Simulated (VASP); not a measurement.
Wanted: the native input for a VASP 6.6.1 run.

```yaml
Task: single point
Functional: PBEsol
Potentials_or_basis: VASP PAW PBE potentials, release 64 (Al, Ga_d, N)
Cutoff: 600 eV
k_mesh: 6 × 6 × 6
Occupations: gaussian, width 0.05 eV
Spin: no spin polarisation
Dipole_correction: no
Further_INCAR_settings: ALGO = Normal; EDIFF = 1e-06; NBANDS = 41
```

The structure of AlGa3N4 lies in POSCAR:

```
AlGa3N4
1.0
    4.5511725683      0.0000000000      0.0000000000
    0.0000000000      4.3840832839      0.0000000000
    0.0000000000      0.0000000000      4.4676279261
Al Ga N
1 3 4
Direct
    0.0000000000      0.0000000000      0.0000000000
    0.5000000000      0.5000000000      0.0000000000
    0.5000000000      0.0000000000      0.5000000000
    0.0000000000      0.5000000000      0.5000000000
    0.7550309220      0.7550309220      0.2449690780
    0.7550309220      0.2449690780      0.7550309220
    0.2449690780      0.7550309220      0.7550309220
    0.2449690780      0.2449690780      0.2449690780
```

These files were run (other wordings do the same):

INCAR

```
PREC = Accurate
ENCUT = 600
EDIFF = 1E-6
ISMEAR = 0
SIGMA = 0.05
LREAL = F
LASPH = T
NELM = 120
ALGO = Normal
ISIF = 2
LWAVE = F
LCHARG = F
GGA = PS
NBANDS = 41
GGA_COMPAT = F
```

KPOINTS

```
Automatic mesh
0
Gamma
  6 6 6
```

Potentials or basis: VASP PAW PBE potentials, release 64 (Al, Ga_d, N).

Run with:

```bash
$ cat potpaw_PBE.64/Al/POTCAR potpaw_PBE.64/Ga_d/POTCAR potpaw_PBE.64/N/POTCAR > POTCAR
$ mpirun -np 1 vasp_std > vasp.out
```

It gave:

| Item | Value |
| --- | --- |
| Pressure | -0.3 GPa |
| Largest force | 0.034 eV/Å |
| Band gap on the k mesh | 2.23 eV |

Caveat: the PAW data sets were made with another functional, which shifts forces and pressure a little.

Wall time 5.2 min on 1 thread of Oxide Virtual Turin-like Processor, on a shared host, peak memory 0.33 GiB.
